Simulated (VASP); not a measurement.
# ZnO in VASP: settings compared, part 2 of 2

VASP 6.6.1. Earlier steps stand in the parts before.

### Step 5. Single point, r2SCAN (shear xy strain +1.8%)

Input file POSCAR:

```
ZnO
1.0
    0.0187771795      2.1337703963      2.1337703963
    2.1337703963      0.0187771795      2.1337703963
    2.1525475758      2.1525475758      0.0000000000
Zn O
1 1
Direct
    0.0000000000      0.0000000000      0.0000000000
    0.5000000000      0.5000000000      0.5000000000
```

Input file INCAR.step1:

```
SYSTEM = ZnO
PREC = Accurate ; ENCUT = 520
ISMEAR = 0 ; SIGMA = 0.01
LREAL = .False. ; LASPH = .True.
NELM = 100 ; NBANDS = 16
GGA = PE ; ALGO = Normal
EDIFF = 1E-4 ; LWAVE = .True.
LCHARG = .False.
```

Input file INCAR.step2:

```
SYSTEM = ZnO
PREC = Accurate ; ENCUT = 520
EDIFF = 1E-7 ; ISMEAR = 0
SIGMA = 0.01 ; LREAL = .False.
LASPH = .True. ; NELM = 100
ALGO = Normal ; ISIF = 2
LWAVE = .False. ; LCHARG = .True.
METAGGA = R2SCAN ; LMIXTAU = .True.
LELF = .True. ; LVHAR = .True.
NBANDS = 16 ; ISTART = 1
```

Input file KPOINTS:

```
regular mesh
0
Gamma
  10 10 10
  0 0 0
```

Potentials or basis: VASP PAW PBE potentials, release 64 (Zn, O).

The run is started by

```
> cat potpaw_PBE.64/Zn/POTCAR potpaw_PBE.64/O/POTCAR > POTCAR
> cp INCAR.step1 INCAR
> mpirun -np 1 vasp_std > vasp.out
> cp INCAR.step2 INCAR
> mpirun -np 1 vasp_std > vasp.out
```

OUTCAR:

```text
SYSTEM = ZnO
   PREC = Accurate
   ENCUT = 520
   EDIFF = 1E-7
   ISMEAR = 0
   LREAL = .False.
   LASPH = .True.
   NELM = 100
   ISIF = 2
   METAGGA = R2SCAN
   ISTART = 1

 ion  position               nearest neighbor table
   1  0.000  0.000  0.000-   2 2.13   2 2.13   2 2.13   2 2.13   2 2.13   2 2.13
   2  0.500  0.500  0.500-   1 2.13   1 2.13   1 2.13   1 2.13   1 2.13   1 2.13

  LATTYP: Found a body centered orthorhombic cell.
 ALAT       =     2.9910520915
 B/A-ratio  =     1.0177562551
 C/A-ratio  =     1.4267691307

  Lattice vectors:

 A1 = (   2.1337703963,   0.0187771795,  -2.1337703963)
 A2 = (  -2.1337703963,  -0.0187771795,  -2.1337703963)
 A3 = (   0.0187771795,   2.1337703963,   2.1337703963)

Analysis of symmetry for initial positions (statically):
=====================================================================
 Subroutine PRICEL returns:
 Original cell was already a primitive cell.

 Routine SETGRP: Setting up the symmetry group for a
 body centered orthorhombic supercell.

 Subroutine GETGRP returns: Found  8 space group operations
 (whereof  8 operations were pure point group operations)
 out of a pool of  8 trial point group operations.
[... 157 lines left out ...]
  ext. energy  EPLUGINS =         0.00000000
  ---------------------------------------------------
  free energy    TOTEN  =       -17.94724490 eV

  energy without entropy =      -17.94724490  energy(sigma->0) =      -17.94724490

 E-fermi :   2.6158     XC(G=0): -13.1275

 val. band max:        2.4670756188   @ k =   0.0000   0.0000   0.5000
 cond. band min:       4.0012623674   @ k =   0.0000   0.0000   0.0000
 fundamental gap:      1.5341867487
 Fermi energy:         2.6158182611

 k-point     1 :       0.0000    0.0000    0.0000
  band No.  band energies     occupation
      1     -17.1534      2.00000
      2      -2.4693      2.00000
      3      -2.4625      2.00000
      4      -2.4481      2.00000
      5      -2.2705      2.00000
      6      -2.2687      2.00000
[... 433 lines left out ...]
      3      -2.8567      2.00000
      4      -2.4889      2.00000
      5      -2.2229      2.00000
      6      -2.0216      2.00000
[... 8 lines left out ...]
     15      31.1273      0.00000
     16      31.6987      0.00000

 [... further k-points ...]
[... 5 lines left out ...]
  --------------------------------------------------------------------------------------
  -------------------------------------------------------------------------------------
  Total        0.1779321      0.1779321      0.1724320     -0.1916081      0.0000000      0.0000000
  in kB       14.6732179     14.6732179     14.2196561    -15.8010192      0.0000000      0.0000000
  external PRESSURE =      14.5220307 kB  Pullay stress =       0.0000000 kB

 VOLUME and BASIS-vectors are now :
 -----------------------------------------------------------------------------
  energy-cutoff  :      520.00
  volume of cell :       19.43
      direct lattice vectors                 reciprocal lattice vectors
     0.018777180  2.133770396  2.133770396    -0.236407378  0.236407378  0.234326993
     2.133770396  0.018777180  2.133770396     0.236407378 -0.236407378  0.234326993
     2.152547576  2.152547576  0.000000000     0.232282903  0.232282903 -0.234326993

 POSITION                                       TOTAL-FORCE (eV/Angst)
 -----------------------------------------------------------------------------------
      0.00000      0.00000      0.00000         0.000000     -0.000000      0.000000
      2.15255      2.15255      2.13377        -0.000000      0.000000      0.000000
 -----------------------------------------------------------------------------------
    total drift:                                0.000000     -0.000000     -0.000000

  FREE ENERGIE OF THE ION-ELECTRON SYSTEM (eV)
  ---------------------------------------------------
  free  energy   TOTEN  =       -17.9472448982 eV

  energy  without entropy=      -17.9472448982  energy(sigma->0) =      -17.94724490
```

OUTCAR.step1:

```text
SYSTEM = ZnO
   PREC = Accurate
   ENCUT = 520
   ISMEAR = 0
   LREAL = .False.
   LASPH = .True.
[... 679 lines left out ...]
      0.00000      0.00000      0.00000        -0.000000      0.000000      0.000000
      2.15255      2.15255      2.13377         0.000000     -0.000000      0.000000
 -----------------------------------------------------------------------------------
    total drift:                                0.000000     -0.000000     -0.000000

  FREE ENERGIE OF THE ION-ELECTRON SYSTEM (eV)
  ---------------------------------------------------
  free  energy   TOTEN  =        -8.6029025016 eV

  energy  without entropy=       -8.6029025016  energy(sigma->0) =       -8.60290250
```

Run time: 1.8 min. Hardware: 1 thread of Intel Xeon Platinum 8488C (Sapphire Rapids), shared host; peak memory 0.18 GiB.

What came out:

```yaml
Free_energy: -17.9472 eV
Pressure: 1.5 GPa
Band_gap_on_the_k_mesh: 1.53 eV, indirect (least direct gap 2.91 eV)
```

Caveat: the cell differs from its parent crystal (shear xy strain +1.8%); the PAW data sets were made with another functional, which shifts forces and pressure a little.

### Step 6. Overview

```csv
level,cell,smearing,gap on the mesh (eV),pressure (GPa)
PBE,"a = 3.018, b = 3.018, c = 3.044 Å, angles 59.7, 59.7, 59.4°, 2 atoms",fermi-dirac 0.02 eV,0.90,9.1
r2SCAN,"a = 3.044 Å, angles 56.9°, 2 atoms",gaussian 0.01 eV,1.67,11.4
r2SCAN,"a = 3.119 Å, angles 57.9°, 2 atoms",gaussian 0.01 eV,1.24,-7.2
r2SCAN,"a = 3.018, b = 3.018, c = 3.044 Å, angles 59.7, 59.7, 59.4°, 2 atoms",gaussian 0.01 eV,1.53,1.5
```

Alike in all rows: task single point; potentials or basis VASP PAW PBE potentials, release 64 (Zn, O); no spin polarisation; k mesh 10 × 10 × 10; cutoff (eV) 520.

Caveats: the PAW data sets were made with another functional, which shifts forces and pressure a little (some runs).

Absolute energies hang on the potentials; compare differences alone.
